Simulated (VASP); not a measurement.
# NaBiH6 (Fm-3m) in VASP: further runs, part 2 of 2

VASP 6.6.1. Earlier steps stand in the parts before.

## 4. Single point, PBE

This run uses another cell than the first one, of 22.18 Å³/atom, 1.196 times its volume.

File INCAR:

```
SYSTEM = NaBiH6
PREC = Accurate ; ENCUT = 520
EDIFF = 1E-7 ; ISMEAR = 0
SIGMA = 0.1 ; LREAL = .FALSE.
LASPH = .TRUE. ; NELM = 100
ALGO = Normal ; ISIF = 2
LWAVE = .FALSE. ; LCHARG = .FALSE.
GGA = PE ; NBANDS = 24
```

File KPOINTS:

```
regular mesh
0
G
  4 4 4
  0 0 0
```

File POSCAR:

```
NaBiH6
1.0
    0.0000000000      4.4597766500      4.4597766500
    4.4597766500      0.0000000000      4.4597766500
    4.4597766500      4.4597766500      0.0000000000
Na Bi H
1 1 6
Direct
    0.0000000000      0.0000000000      0.0000000000
    0.5000000000      0.5000000000      0.5000000000
    0.7432527000      0.2567473000      0.2567473000
    0.2567473000      0.7432527000      0.2567473000
    0.2567473000      0.2567473000      0.7432527000
    0.2567473000      0.7432527000      0.7432527000
    0.7432527000      0.2567473000      0.7432527000
    0.7432527000      0.7432527000      0.2567473000
```

Potentials or basis: VASP PAW PBE potentials, release 64 (Na_pv, Bi_d, H).

Started as:

```console
> cat potpaw_PBE.64/Na_pv/POTCAR potpaw_PBE.64/Bi_d/POTCAR potpaw_PBE.64/H/POTCAR > POTCAR
> mpirun -np 1 vasp_std > vasp.out
```

OUTCAR:

```text
SYSTEM = NaBiH6
   PREC = Accurate
   ENCUT = 520
   EDIFF = 1E-7
   ISMEAR = 0
   LREAL = .FALSE.
   LASPH = .TRUE.
   NELM = 100
   ISIF = 2
   GGA = PE

 ion  position               nearest neighbor table
   1  0.000  0.000  0.000-
   2  0.500  0.500  0.500-   3 2.17   4 2.17   5 2.17   6 2.17   7 2.17   8 2.17
   3  0.743  0.257  0.257-   2 2.17
   4  0.257  0.743  0.257-   2 2.17
   5  0.257  0.257  0.743-   2 2.17
   6  0.257  0.743  0.743-   2 2.17
   7  0.743  0.257  0.743-   2 2.17
   8  0.743  0.743  0.257-   2 2.17

  LATTYP: Found a face centered cubic cell.
 ALAT       =     8.9195533000

  Lattice vectors:

 A1 = (   0.0000000000,   4.4597766500,   4.4597766500)
 A2 = (   4.4597766500,   0.0000000000,   4.4597766500)
 A3 = (   4.4597766500,   4.4597766500,   0.0000000000)

Analysis of symmetry for initial positions (statically):
=====================================================================
 Subroutine PRICEL returns:
 Original cell was already a primitive cell.

 Routine SETGRP: Setting up the symmetry group for a
 face centered cubic supercell.

 Subroutine GETGRP returns: Found 48 space group operations
 (whereof 48 operations were pure point group operations)
 out of a pool of 48 trial point group operations.

The static configuration has the point symmetry O_h .

Analysis of symmetry for dynamics (positions and initial velocities):
=====================================================================
 Subroutine PRICEL returns:
 Original cell was already a primitive cell.

 Routine SETGRP: Setting up the symmetry group for a
 face centered cubic supercell.

 Subroutine GETGRP returns: Found 48 space group operations
 (whereof 48 operations were pure point group operations)
[... 118 lines left out ...]
  volume/ion in A,a.u.               =      22.18       149.65
  Fermi-wavevector in a.u.,A,eV,Ry     =   0.884717  1.671873 10.649610  0.782724
  Thomas-Fermi vector in A             =   2.005654
   LORBIT       =      0    0 simple, 1 ext, 2 COOP (PROOUT), +10 PAW based schemes
   GGA     = PE    functional components
   LHFCALC =     F    Hartree Fock is set to
   AEXX    =    0.0000 exact exchange contribution
   IVDW    =     0    specifies the selected vdW correction
   LEPSILON=     F    determine dielectric tensor
   LRPA    =     F    only Hartree local field effects (RPA)
 non-spin polarized calculation
 Gauss-broadening in eV      SIGMA  =   0.10
  energy-cutoff  :      520.00
  volume of cell :      177.41
 maximum number of plane-waves:      4813
 NGX is ok and might be reduce to    48
   NGX = 23   NGY = 23   NGZ = 23

 number of electron      28.0000019 magnetization

 Free energy of the ion-electron system (eV)
  ---------------------------------------------------
  ext. energy  EPLUGINS =         0.00000000
  ---------------------------------------------------
  free energy    TOTEN  =       -20.08238341 eV

  energy without entropy =      -20.06648321  energy(sigma->0) =      -20.07443331

 E-fermi :  -2.2709     XC(G=0):  -5.8137

 val. band max:       -2.2973194372   @ k =   0.2500   0.0000   0.0000
 cond. band min:      -2.2659909878   @ k =   0.2500   0.2500   0.0000
 fundamental gap:      0.0313284494
 Fermi energy:        -2.2709323921

 k-point     1 :       0.0000    0.0000    0.0000
  band No.  band energies     occupation
      1     -24.8060      2.00000
      2     -24.8060      2.00000
      3     -24.8060      2.00000
      4     -24.4010      2.00000
      5     -24.4010      2.00000
      6     -24.4010      2.00000
[... 205 lines left out ...]
     23       6.4390      0.00000
     24       6.5347      0.00000

------------------------ aborting loop because EDIFF is reached ----------------------------------------

  FORCE on cell =-STRESS in cart. coord.  units (eV):
  Direction    XX          YY          ZZ          XY          YZ          ZX
  --------------------------------------------------------------------------------------
  -------------------------------------------------------------------------------------
  Total       -5.5600494     -5.5600494     -5.5600494     -0.0000000      0.0000000     -0.0000000
  in kB      -50.2134326    -50.2134326    -50.2134326     -0.0000000      0.0000000     -0.0000000
  external PRESSURE =     -50.2134326 kB  Pullay stress =       0.0000000 kB

 VOLUME and BASIS-vectors are now :
 -----------------------------------------------------------------------------
  energy-cutoff  :      520.00
  volume of cell :      177.41
      direct lattice vectors                 reciprocal lattice vectors
     0.000000000  4.459776650  4.459776650    -0.112113238  0.112113238  0.112113238
     4.459776650  0.000000000  4.459776650     0.112113238 -0.112113238  0.112113238
     4.459776650  4.459776650  0.000000000     0.112113238  0.112113238 -0.112113238

 POSITION                                       TOTAL-FORCE (eV/Angst)
 -----------------------------------------------------------------------------------
      0.00000      0.00000      0.00000         0.000000     -0.000000      0.000000
      4.45978      4.45978      4.45978         0.000000     -0.000000     -0.000000
      2.29007      4.45978      4.45978         1.207146     -0.000000      0.000000
      4.45978      2.29007      4.45978         0.000000      1.207146      0.000000
      4.45978      4.45978      2.29007         0.000000     -0.000000      1.207146
      6.62948      4.45978      4.45978        -1.207146     -0.000000      0.000000
      4.45978      6.62948      4.45978         0.000000     -1.207146      0.000000
      4.45978      4.45978      6.62948         0.000000     -0.000000     -1.207146
 -----------------------------------------------------------------------------------
    total drift:                               -0.000000     -0.000000     -0.000000

  FREE ENERGIE OF THE ION-ELECTRON SYSTEM (eV)
  ---------------------------------------------------
  free  energy   TOTEN  =       -20.0823834054 eV

  energy  without entropy=      -20.0664832142  energy(sigma->0) =      -20.07443331
```

stdout:

```text
POSCAR found type information on POSCAR NaBiH
 POSCAR found :  3 types and       8 ions
 scaLAPACK will be used
 LDA part: xc-table for (Slater+PW92), standard interpolation
 POSCAR, INCAR and KPOINTS ok, starting setup
 FFT: planning ... GRIDC
 FFT: planning ... GRID_SOFT
 FFT: planning ... GRID
 WAVECAR not read
 entering main loop
```

Wall time 24 s (1 thread of Intel Xeon 6975P-C (Granite Rapids), shared host); peak memory 0.32 GiB.

What came out:

- Free energy: -20.0824 eV
- Pressure: -5.0 GPa
- Largest force: 1.207 eV/Å
- Band gap on the k mesh: zero (band 14 reaches -2.21 eV, above the bottom of band 15 at -2.32 eV)

Forces on the atoms (eV/Å):
```
Na   0.000  0.000  0.000
Bi   0.000  0.000  0.000
H    1.207  0.000  0.000
H    0.000  1.207  0.000
H    0.000  0.000  1.207
H   -1.207  0.000  0.000
H    0.000 -1.207  0.000
H    0.000  0.000 -1.207
```

Levels at points of the mesh, in eV from the Fermi level:
```tsv
k point	band 10	band 11	band 12	band 13	band 14	band 15	band 16	band 17	band 18	band 19
(0.00, 0.00, 0.00)	-2.52	-2.52	-2.52	-0.75	-0.05	-0.05	4.29	4.29	4.29	6.09
(0.50, 0.00, 0.00)	-3.24	-2.45	-2.45	-0.43	-0.43	0.67	3.24	5.45	5.45	6.22
(0.50, 0.50, 0.00)	-2.84	-2.67	-2.67	-1.45	0.06	1.39	4.71	4.71	5.07	5.12
```

Caveat: spin-orbit coupling is left out, which moves the levels of the heavy elements; forces of over 1 eV/Å act on the atoms, so gaps and moduli don't describe the material at rest.

## 5. The runs side by side

| task | cell | k mesh | cutoff (eV) | gap on the mesh (eV) | pressure (GPa) | largest force (eV/Å) |
| --- | --- | --- | --- | --- | --- | --- |
| single point | a = 5.942 Å, angles 60.0°, 8 atoms | 8 × 8 × 8 | 520 | none | -0.1 | - |
| relaxation of cell and atoms | relaxed from a = 5.944 Å, angles 60.0°, 8 atoms | 8 × 8 × 8 | 600 | none | 0.0 | 0.01 |
| single point | a = 6.307 Å, angles 60.0°, 8 atoms | 4 × 4 × 4 | 520 | none | -5.0 | 1.21 |

Alike in all rows: level PBE; potentials or basis VASP PAW PBE potentials, release 64 (Na_pv, Bi_d, H); no spin polarisation; smearing gaussian 0.1 eV.

Caveats: spin-orbit coupling is left out, which moves the levels of the heavy elements; the relaxation stopped at its first step, so nothing moved (some runs); forces of over 1 eV/Å act on the atoms, so gaps and moduli don't describe the material at rest (some runs).

Total energies depend on the potentials used, so only differences within one code and one set of settings carry meaning.
